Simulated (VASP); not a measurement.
A run of VASP 6.6.1:

INCAR

```
ALGO     = Fast           # electronic algorithm
EDIFF    = 1E-6           # SCF threshold, eV
ENCUT    = 520            # plane-wave cutoff, eV
ISIF     = 2              # what is computed and relaxed
ISMEAR   = -1             # smearing method
LASPH    = T              # aspherical terms in the spheres
LCHARG   = T              # write CHGCAR
LELF     = T              # ELF
LREAL    = F              # projectors in reciprocal space
LVHAR    = T            
LWAVE    = F              # write WAVECAR
NBANDS   = 13             # bands
NELM     = 80             # most SCF steps
PREC     = Accurate       # precision mode
SIGMA    = 0.05           # smearing width, eV
```

The input KPOINTS:

```
k-points
0
Gamma
  11 11 11
```

POSCAR

```
Sn
1.0
   -1.7492592239      1.7989121400      2.3691131866
    1.7492592239     -1.7989121400      2.3691131866
    1.7492592239      1.7989121400     -2.3691131866
Sn
1
Direct
    0.0000000000      0.0000000000      0.0000000000
```

Potentials or basis: VASP PAW LDA potentials, release 64 (Sn_d).

Command:

```console
$ cat potpaw_LDA.64/Sn_d/POTCAR > POTCAR
$ mpirun -np 1 vasp_std > vasp.out
```

Hardware: 1 thread of AMD EPYC 9R45 96-Core Processor (Zen 5) (shared host).

Q: Estimate the wall time of this run.

A: Wall time 48 s on 1 thread of AMD EPYC 9R45 96-Core Processor (Zen 5), with other jobs on the host, peak memory 0.17 GiB. Counts: scf iterations 12, k points 216.
